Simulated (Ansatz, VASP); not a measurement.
One calculation of ZnS, two programs

File POSCAR:

```
ZnS
1.0
    1.8655574233      1.0770800806      9.3541347981
   -1.8655574233      1.0770800806      9.3541347981
    0.0000000000     -2.1541601611      9.3541347981
Zn S
3 3
Direct
    0.9999789175      0.9999789175      0.9999789175
    0.2222813884      0.2222813884      0.2222813884
    0.4445836769      0.4445836769      0.4445836769
    0.0832619666      0.0832619666      0.0832619666
    0.5278285134      0.5278285134      0.5278285134
    0.3053915373      0.3053915373      0.3053915373
```

The input INCAR.step1:

```
SYSTEM = ZnS
  ALGO = Normal
  EDIFF = 1E-4
  ENCUT = 520
  GGA = PE
  ISMEAR = 0
  LASPH = .TRUE.
  LCHARG = .FALSE.
  LREAL = .FALSE.
  LWAVE = .TRUE.
  NBANDS = 36
  NELM = 100
  PREC = Accurate
  SIGMA = 0.05
```

INCAR.step2

```
SYSTEM = ZnS
  ALGO = Normal
  EDIFF = 1E-6
  ENCUT = 520
  ISIF = 2
  ISMEAR = 0
  ISTART = 1
  LASPH = .TRUE.
  LCHARG = .TRUE.
  LELF = .TRUE.
  LMIXTAU = .TRUE.
  LREAL = .FALSE.
  LVHAR = .TRUE.
  LWAVE = .FALSE.
  METAGGA = R2SCAN
  NBANDS = 36
  NELM = 100
  PREC = Accurate
  SIGMA = 0.05
```

File KPOINTS:

```
k-points
0
G
  6 6 6
  0 0 0
```

Input for Ansatz:

```yaml
crystal:
  lattice:
    - [1.8655574233, 1.0770800806, 9.3541347981]
    - [-1.8655574233, 1.0770800806, 9.3541347981]
    - [0.0, -2.1541601611, 9.3541347981]
  atoms:
    - { symbol: Zn, position: [0.9999789175, 0.9999789175, 0.9999789175] }
    - { symbol: Zn, position: [0.2222813884, 0.2222813884, 0.2222813884] }
    - { symbol: Zn, position: [0.4445836769, 0.4445836769, 0.4445836769] }
    - { symbol: S, position: [0.0832619666, 0.0832619666, 0.0832619666] }
    - { symbol: S, position: [0.5278285134, 0.5278285134, 0.5278285134] }
    - { symbol: S, position: [0.3053915373, 0.3053915373, 0.3053915373] }
basis:
  ecutwfc: 500
kpoints:
  mp_grid: { grid: [6, 6, 6] }
hamiltonian:
  xc: r2scan
scf:
  occupations: { method: gaussian, width: 0.05 }
output:
  forces: true
  stress: true
  eigenvalues: true
```

Change from the starting cell: strain -0.0200 x Voigt [1, 1, 0, 0, 0, 0], atoms carried along.

Alike in both runs: task single point; functional r2SCAN; k mesh 6 × 6 × 6; occupations gaussian, width 0.05 eV; no spin polarisation.

```csv
,VASP,Ansatz
version,VASP 6.6.1,Ansatz 0.2.0
potentials or method,"VASP PAW PBE potentials, release 64 (Zn, S), cutoff 520 eV","scalar-relativistic, plane waves, PAW"
valence electrons in the cell,54,54
```

```csv
,VASP,Ansatz,Ansatz less VASP
gap on the k mesh at the Fermi level (eV),2.91,2.89,-0.013
least direct gap on the mesh (eV),2.91,2.89,-0.013
pressure (GPa),3.6,3.5,-0.04
"traceless stress, the component that is largest in VASP (GPa)",-2.22,-2.20,+0.024
rms of the force components (eV/Å),0.092,0.093,+0.0018
```

VASP's potentials were made for PBE, not for r2SCAN. Atom by atom the forces differ by 0.002 eV/Å (rms over components).
